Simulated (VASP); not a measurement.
# CsCl (Pm-3m) in VASP: settings compared, part 2 of 2

VASP 6.6.1. Earlier steps stand in the parts before.

### 3 Single point, PBE-based screened hybrid with 15 % exact exchange

POSCAR reads:

```
CsCl
1.0
    4.1406758780      0.0000000000      0.0000000000
    0.0000000000      4.1406758780      0.0000000000
    0.0000000000      0.0000000000      4.1406758780
Cs Cl
1 1
Direct
    0.0000000000      0.0000000000      0.0000000000
    0.5000000000      0.5000000000      0.5000000000
```

INCAR.step1 reads:

```
SYSTEM = CsCl
PREC = Accurate
ENCUT = 400
EDIFF = 1E-5
ISMEAR = 0
SIGMA = 0.01
LREAL = .False.
LASPH = .True.
NELM = 120
ALGO = Normal
ISIF = 2
LWAVE = .True.
LCHARG = .False.
NBANDS = 15
GGA = PE
GGA_COMPAT = .False.
```

INCAR.step2 reads:

```
SYSTEM = CsCl
PREC = Accurate
ENCUT = 400
EDIFF = 1E-6
ISMEAR = 0
SIGMA = 0.01
LREAL = .False.
LASPH = .True.
NELM = 120
ALGO = Normal
ISIF = 2
LWAVE = .False.
LCHARG = .False.
GGA = PE
LHFCALC = .True.
AEXX = 0.15
HFSCREEN = 0.5
PRECFOCK = Normal
NBANDS = 15
ISTART = 1
GGA_COMPAT = .False.
```

KPOINTS reads:

```
Automatic mesh
0
Gamma
  4 4 4
  0 0 0
```

Potentials or basis: VASP PAW PBE potentials, release 64 (Cs_sv, Cl).

On the command line:

```console
cat potpaw_PBE.64/Cs_sv/POTCAR potpaw_PBE.64/Cl/POTCAR > POTCAR
cp INCAR.step1 INCAR
mpirun -np 1 vasp_std > vasp.out
cp INCAR.step2 INCAR
mpirun -np 1 vasp_std > vasp.out
```

OUTCAR:

```text
SYSTEM = CsCl
   PREC = Accurate
   ENCUT = 400
   EDIFF = 1E-6
   ISMEAR = 0
   LREAL = .False.
   LASPH = .True.
   NELM = 120
   ISIF = 2
   GGA = PE
   LHFCALC = .True.
   AEXX = 0.15
   HFSCREEN = 0.5
   PRECFOCK = Normal
   ISTART = 1

 ion  position               nearest neighbor table
   1  0.000  0.000  0.000-
   2  0.500  0.500  0.500-

  LATTYP: Found a simple cubic cell.
 ALAT       =     4.1406758780

  Lattice vectors:

 A1 = (   4.1406758780,   0.0000000000,   0.0000000000)
 A2 = (   0.0000000000,   4.1406758780,   0.0000000000)
 A3 = (   0.0000000000,   0.0000000000,   4.1406758780)

Analysis of symmetry for initial positions (statically):
=====================================================================
 Subroutine PRICEL returns:
 Original cell was already a primitive cell.

 Routine SETGRP: Setting up the symmetry group for a
 simple cubic supercell.

 Subroutine GETGRP returns: Found 48 space group operations
 (whereof 48 operations were pure point group operations)
 out of a pool of 48 trial point group operations.

The static configuration has the point symmetry O_h .

Analysis of symmetry for dynamics (positions and initial velocities):
=====================================================================
 Subroutine PRICEL returns:
 Original cell was already a primitive cell.

 Routine SETGRP: Setting up the symmetry group for a
 simple cubic supercell.

 Subroutine GETGRP returns: Found 48 space group operations
 (whereof 48 operations were pure point group operations)
 out of a pool of 48 trial point group operations.

The dynamic configuration has the point symmetry O_h .

 Subroutine INISYM returns: Found 48 space group operations
 (whereof 48 operations are pure point group operations),
 and found     1 'primitive' translations

----------------------------------------------------------------------------------------

                                     Primitive cell

  volume of cell :      70.9927

  direct lattice vectors                    reciprocal lattice vectors
     4.140675878  0.000000000  0.000000000     0.241506466  0.000000000  0.000000000
     0.000000000  4.140675878  0.000000000     0.000000000  0.241506466  0.000000000
     0.000000000  0.000000000  4.140675878     0.000000000  0.000000000  0.241506466

  length of vectors
     4.140675878  4.140675878  4.140675878     0.241506466  0.241506466  0.241506466

  position of ions in fractional coordinates (direct lattice)
     0.000000000  0.000000000  0.000000000
     0.500000000  0.500000000  0.500000000

  ion indices of the primitive-cell ions
   primitive index   ion index
                 1           1
                 2           2

----------------------------------------------------------------------------------------

 KPOINTS: Automatic mesh

Automatic generation of k-mesh.
 Grid dimensions read from file:
 generate k-points for:    4    4    4

 Generating k-lattice:
[... 31 lines left out ...]
   total plane-waves  NPLWV =  21952
   dimension x,y,z NGX =    28 NGY =   28 NGZ =   28
   dimension x,y,z NGXF=    56 NGYF=   56 NGZF=   56
   ions per type =               1   1
   NGX,Y,Z   is equivalent  to a cutoff of  11.24, 11.24, 11.24 a.u.
   NGXF,Y,Z  is equivalent  to a cutoff of  22.48, 22.48, 22.48 a.u.
 SYSTEM =  CsCl
   PREC   = accura    normal or accurate (medium, high low for compatibility)
   ISTART =      1    job   : 0-new  1-cont  2-samecut
   ICHARG =      0    charge: 1-file 2-atom 10-const
   ISPIN  =      1    spin polarized calculation?
   LNONCOLLINEAR =      F non collinear calculations
   LSORBIT =      F    spin-orbit coupling
   LASPH  =      T    aspherical Exc in radial PAW
   ENCUT  =  400.0 eV  29.40 Ry    5.42 a.u.   6.75  6.75  6.75*2*pi/ulx,y,z
   NELM   =    120;   NELMIN=  2; NELMDL=  0     # of ELM steps
   EDIFF  = 0.1E-05   stopping-criterion for ELM
   LREAL  =      F    real-space projection
   EDIFFG = 0.1E-04   stopping-criterion for IOM
   NSW    =      0    number of steps for IOM
   IBRION =     -1    ionic relax: 0-MD 1-quasi-New 2-CG
   NFREE  =      0    steps in history (QN), initial steepest desc. (CG)
   ISIF   =      2    stress and relaxation
   ISYM   =      3    0-nonsym 1-usesym 2-fastsym
   POTIM  = 0.5000    time-step for ionic-motion
   TEBEG  =    0.0;   TEEND  =   0.0 temperature during run
   PSTRESS=    0.0 pullay stress
   NELECT =      16.0000    total number of electrons
   NUPDOWN=      -1.0000    fix difference up-down
   EMIN   =  10.00;   EMAX   =-10.00  energy-range for DOS
   EFERMI =   0.00;   METHOD = LEGACY
   ISMEAR =     0;   SIGMA  =   0.01  broadening in eV -4-tet -1-fermi 0-gaus
   EFERMI_NEDOS =   21; number of points for ismear=-14 and -15
   IALGO  =     38    algorithm
   IMIX   =      1    mixing-type and parameters
     AMIX     =   0.40;   BMIX     =  1.00
     AMIX_MAG =   1.60;   BMIX_MAG =  1.00
  volume/ion in A,a.u.               =      35.50       239.54
  Fermi-wavevector in a.u.,A,eV,Ry     =   0.996270  1.882677 13.504508  0.992553
  Thomas-Fermi vector in A             =   2.128347
   LORBIT       =      0    0 simple, 1 ext, 2 COOP (PROOUT), +10 PAW based schemes
   GGA     = PE    functional components
   LHFCALC =     T    Hartree Fock is set to
   PRECFOCK=normal    Normal, Fast or Accurate (Low or Medium for compatibility)
   ENCUT4O =  -1.0   cutoff for four orbital integrals eV
   NKREDX  =     1    reduce k-point grid by
   NKREDY  =     1    reduce k-point grid by
   NKREDZ  =     1    reduce k-point grid by
   AEXX    =    0.1500 exact exchange contribution
   HFSCREEN=    0.5000 screening length (either q_TF or 0.3 A-1)
   HFSCREENC=   0.5000 screening length for correlation (either q_TF or 0.3 A-1)
   ENCUTFOCK=  -1.0 apply spherical cutoff to Coloumb kernel
   IVDW    =     0    specifies the selected vdW correction
   LEPSILON=     F    determine dielectric tensor
   LRPA    =     F    only Hartree local field effects (RPA)
 non-spin polarized calculation
 Gauss-broadening in eV      SIGMA  =   0.01
  energy-cutoff  :      400.00
  volume of cell :       70.99
 maximum number of plane-waves:      1328
 NGX is ok and might be reduce to    28
  NGX = 24; NGY = 24; NGZ = 24

 number of electron      16.0000001 magnetization

 Free energy of the ion-electron system (eV)
  ---------------------------------------------------
  ext. energy  EPLUGINS =         0.00000000
  ---------------------------------------------------
  free energy    TOTEN  =        -6.90478606 eV

  energy without entropy =       -6.90478606  energy(sigma->0) =       -6.90478606

 E-fermi :  -0.6579     XC(G=0):  -7.6188

 val. band max:       -0.7136935854   @ k =   0.0000   0.0000   0.0000
 cond. band min:       4.9007898358   @ k =   0.0000   0.0000   0.0000
 fundamental gap:      5.6144834212
 Fermi energy:        -0.6579271458

 k-point     1 :       0.0000    0.0000    0.0000
  band No.  band energies     occupation
      1     -20.7035      2.00000
      2     -13.4568      2.00000
      3      -6.6919      2.00000
      4      -6.6919      2.00000
      5      -6.6919      2.00000
      6      -0.7137      2.00000
      7      -0.7137      2.00000
      8      -0.7137      2.00000
      9       4.9008      0.00000
     10       5.0754      0.00000
     11       5.0754      0.00000
     12       9.7636      0.00000
     13       9.7636      0.00000
     14       9.7636      0.00000
[... 149 lines left out ...]
      2     -13.2928      2.00000
      3      -7.2099      2.00000
      4      -7.2099      2.00000
      5      -7.2099      2.00000
      6      -1.7879      2.00000
      7      -1.7879      2.00000
      8      -1.7879      2.00000
      9       8.1830      0.00000
     10       8.1830      0.00000
     11       8.1830      0.00000
     12      10.1828      0.00000
     13      10.1828      0.00000
     14      10.1828      0.00000
     15      12.2165      0.00000

------------------------ aborting loop because EDIFF is reached ----------------------------------------

  FORCE on cell =-STRESS in cart. coord.  units (eV):
  Direction    XX          YY          ZZ          XY          YZ          ZX
  --------------------------------------------------------------------------------------
  -------------------------------------------------------------------------------------
  Total        0.2561572      0.2561572      0.2561572     -0.0000000      0.0000000     -0.0000000
  in kB        5.7810059      5.7810059      5.7810059     -0.0000000      0.0000000     -0.0000000
  external PRESSURE =       5.7810059 kB  Pullay stress =       0.0000000 kB

 VOLUME and BASIS-vectors are now :
 -----------------------------------------------------------------------------
  energy-cutoff  :      400.00
  volume of cell :       70.99
      direct lattice vectors                 reciprocal lattice vectors
     4.140675878  0.000000000  0.000000000     0.241506466  0.000000000  0.000000000
     0.000000000  4.140675878  0.000000000     0.000000000  0.241506466  0.000000000
     0.000000000  0.000000000  4.140675878     0.000000000  0.000000000  0.241506466

 POSITION                                       TOTAL-FORCE (eV/Angst)
 -----------------------------------------------------------------------------------
      0.00000      0.00000      0.00000         0.000000      0.000000      0.000000
      2.07034      2.07034      2.07034         0.000000      0.000000      0.000000
 -----------------------------------------------------------------------------------
    total drift:                               -0.000000     -0.000000     -0.000000

  FREE ENERGIE OF THE ION-ELECTRON SYSTEM (eV)
  ---------------------------------------------------
  free  energy   TOTEN  =        -6.9047860601 eV

  energy  without entropy=       -6.9047860601  energy(sigma->0) =       -6.90478606
```

Run time: 4.4 min. Hardware: 1 thread of Intel Xeon Platinum 8259CL at 2.50GHz (Skylake/Cascade Lake), shared host; peak memory 0.26 GiB.

Results:

```
Free energy            : -6.9048 eV
Pressure               : 0.6 GPa
Band gap on the k mesh : 5.61 eV
```

Levels at points of the mesh, in eV from the valence-band top:
```tsv
k point	band 5	band 6	band 7	band 8	band 9	band 10	band 11	band 12
(0.00, 0.00, 0.00)	-5.98	0.00	0.00	0.00	5.61	5.79	5.79	10.48
(0.50, 0.00, 0.00)	-5.84	-1.15	-0.23	-0.23	6.82	7.98	9.23	9.68
(0.50, 0.50, 0.00)	-5.75	-0.43	-0.43	-0.05	6.34	6.42	8.40	8.40
(0.50, 0.50, 0.50)	-6.50	-1.07	-1.07	-1.07	8.90	8.90	8.90	10.90
```

Caveat: the PAW data sets were made with another functional, which shifts forces and pressure a little; spin-orbit coupling is left out, which moves the levels of the heavy elements.

### 4 Single point, HSE06

POSCAR is that of step 3.

INCAR.step1 reads:

```
SYSTEM = CsCl
PREC = Accurate ; ENCUT = 400
EDIFF = 1E-5 ; ISMEAR = -1
SIGMA = 0.05 ; LREAL = .FALSE.
LASPH = .TRUE. ; NELM = 120
ALGO = Normal ; ISIF = 2
LWAVE = .TRUE. ; LCHARG = .FALSE.
GGA = PE ; NBANDS = 15
GGA_COMPAT = .FALSE.
```

INCAR.step2 reads:

```
SYSTEM = CsCl
PREC = Accurate ; ENCUT = 400
EDIFF = 1E-6 ; ISMEAR = -1
SIGMA = 0.05 ; LREAL = .FALSE.
LASPH = .TRUE. ; NELM = 120
ALGO = Normal ; ISIF = 2
LWAVE = .FALSE. ; LCHARG = .FALSE.
GGA = PE ; LHFCALC = .TRUE.
HFSCREEN = 0.2079 ; PRECFOCK = Normal
ISTART = 1 ; NBANDS = 15
GGA_COMPAT = .FALSE.
```

KPOINTS reads:

```
Automatic mesh
0
G
  4 4 4
  0 0 0
```

Potentials or basis: VASP PAW PBE potentials, release 64 (Cs_sv, Cl).

On the command line:

```console
cat potpaw_PBE.64/Cs_sv/POTCAR potpaw_PBE.64/Cl/POTCAR > POTCAR
cp INCAR.step1 INCAR
mpirun -np 1 vasp_std > vasp.out
cp INCAR.step2 INCAR
mpirun -np 1 vasp_std > vasp.out
```

OUTCAR:

```text
SYSTEM = CsCl
   PREC = Accurate
   ENCUT = 400
   EDIFF = 1E-6
   ISMEAR = -1
   LREAL = .FALSE.
   LASPH = .TRUE.
   NELM = 120
   ISIF = 2
   GGA = PE
   LHFCALC = .TRUE.
   HFSCREEN = 0.2079
   PRECFOCK = Normal
   ISTART = 1

 ion  position               nearest neighbor table
   1  0.000  0.000  0.000-
   2  0.500  0.500  0.500-

  LATTYP: Found a simple cubic cell.
 ALAT       =     4.1406758780

  Lattice vectors:

 A1 = (   4.1406758780,   0.0000000000,   0.0000000000)
 A2 = (   0.0000000000,   4.1406758780,   0.0000000000)
 A3 = (   0.0000000000,   0.0000000000,   4.1406758780)

Analysis of symmetry for initial positions (statically):
=====================================================================
 Subroutine PRICEL returns:
 Original cell was already a primitive cell.

 Routine SETGRP: Setting up the symmetry group for a
 simple cubic supercell.

 Subroutine GETGRP returns: Found 48 space group operations
 (whereof 48 operations were pure point group operations)
 out of a pool of 48 trial point group operations.

[... 166 lines left out ...]
      3      -7.4233      2.00000
      4      -7.4233      2.00000
      5      -7.4233      2.00000
      6      -1.3363      2.00000
      7      -1.3363      2.00000
      8      -1.3363      2.00000
      9       5.1779      0.00000
     10       5.3475      0.00000
     11       5.3475      0.00000
     12      10.2094      0.00000
     13      10.2094      0.00000
     14      10.2094      0.00000
[... 149 lines left out ...]
      2     -14.4787      2.00000
      3      -7.9567      2.00000
      4      -7.9567      2.00000
      5      -7.9567      2.00000
      6      -2.4595      2.00000
      7      -2.4595      2.00000
      8      -2.4595      2.00000
      9       8.5746      0.00000
     10       8.5746      0.00000
     11       8.5746      0.00000
     12      10.5374      0.00000
     13      10.5374      0.00000
     14      10.5374      0.00000
     15      12.7661      0.00000

------------------------ aborting loop because EDIFF is reached ----------------------------------------

  FORCE on cell =-STRESS in cart. coord.  units (eV):
  Direction    XX          YY          ZZ          XY          YZ          ZX
  --------------------------------------------------------------------------------------
  -------------------------------------------------------------------------------------
  Total        0.1778969      0.1778969      0.1778969     -0.0000000     -0.0000000     -0.0000000
  in kB        4.0148118      4.0148118      4.0148118     -0.0000000     -0.0000000     -0.0000000
  external PRESSURE =       4.0148118 kB  Pullay stress =       0.0000000 kB

 VOLUME and BASIS-vectors are now :
 -----------------------------------------------------------------------------
  energy-cutoff  :      400.00
  volume of cell :       70.99
      direct lattice vectors                 reciprocal lattice vectors
     4.140675878  0.000000000  0.000000000     0.241506466  0.000000000  0.000000000
     0.000000000  4.140675878  0.000000000     0.000000000  0.241506466  0.000000000
     0.000000000  0.000000000  4.140675878     0.000000000  0.000000000  0.241506466

 POSITION                                       TOTAL-FORCE (eV/Angst)
 -----------------------------------------------------------------------------------
      0.00000      0.00000      0.00000         0.000000      0.000000      0.000000
      2.07034      2.07034      2.07034         0.000000      0.000000      0.000000
 -----------------------------------------------------------------------------------
    total drift:                                0.000003      0.000003      0.000003

  FREE ENERGIE OF THE ION-ELECTRON SYSTEM (eV)
  ---------------------------------------------------
  free  energy   TOTEN  =        -7.6261247519 eV

  energy  without entropy=       -7.6261247518  energy(sigma->0) =       -7.62612475
```

OUTCAR.step1:

```text
SYSTEM = CsCl
   PREC = Accurate
   ENCUT = 400
   EDIFF = 1E-5
   ISMEAR = -1
   LREAL = .FALSE.
[... 385 lines left out ...]
      0.00000      0.00000      0.00000         0.000000      0.000000      0.000000
      2.07034      2.07034      2.07034         0.000000      0.000000      0.000000
 -----------------------------------------------------------------------------------
    total drift:                                0.000000      0.000000      0.000000

  FREE ENERGIE OF THE ION-ELECTRON SYSTEM (eV)
  ---------------------------------------------------
  free  energy   TOTEN  =        -6.5317763434 eV

  energy  without entropy=       -6.5317763433  energy(sigma->0) =       -6.53177634
```

Wall time 5.2 min (1 thread of Intel Xeon Platinum 8259CL at 2.50GHz (Skylake/Cascade Lake), shared host); peak memory 0.26 GiB.

What came out:

| Property | Result |
| --- | --- |
| Free energy | -7.6261 eV |
| Pressure | 0.4 GPa |
| Band gap on the k mesh | 6.51 eV |

Levels at points of the mesh, in eV from the valence-band top:
| k point | band 5 | band 6 | band 7 | band 8 | band 9 | band 10 | band 11 | band 12 |
| --- | --- | --- | --- | --- | --- | --- | --- | --- |
| (0.00, 0.00, 0.00) | -6.09 | 0.00 | 0.00 | 0.00 | 6.51 | 6.68 | 6.68 | 11.55 |
| (0.50, 0.00, 0.00) | -5.93 | -1.19 | -0.24 | -0.24 | 7.76 | 8.96 | 10.18 | 10.61 |
| (0.50, 0.50, 0.00) | -5.85 | -0.45 | -0.45 | -0.06 | 7.25 | 7.33 | 9.38 | 9.38 |
| (0.50, 0.50, 0.50) | -6.62 | -1.12 | -1.12 | -1.12 | 9.91 | 9.91 | 9.91 | 11.87 |

Caveat: the PAW data sets were made with another functional, which shifts forces and pressure a little; spin-orbit coupling is left out, which moves the levels of the heavy elements.

### 5 Overview

```tsv
level	smearing	share of exact exchange	screening parameter	gap on the mesh (eV)	pressure (GPa)
PBE-based screened hybrid with 30 % exact exchange	gaussian 0.01 eV	0.3	0.3 1/Å	6.49	0.3
PBE-based screened hybrid with 15 % exact exchange	gaussian 0.01 eV	0.15	0.5 1/Å	5.61	0.6
HSE06	fermi-dirac 0.05 eV	0.25	0.2079 1/Å	6.51	0.4
```

Alike in all rows: task single point; potentials or basis VASP PAW PBE potentials, release 64 (Cs_sv, Cl); no spin polarisation; cell as given; k mesh 4 × 4 × 4; cutoff (eV) 400.

On the cell as given the gap runs from 5.61 eV (PBE-based screened hybrid with 15 % exact exchange) to 6.51 eV (HSE06).

Caveats: the PAW data sets were made with another functional, which shifts forces and pressure a little; spin-orbit coupling is left out, which moves the levels of the heavy elements.

Total energies depend on the potentials used, so only differences within one code and one set of settings carry meaning.
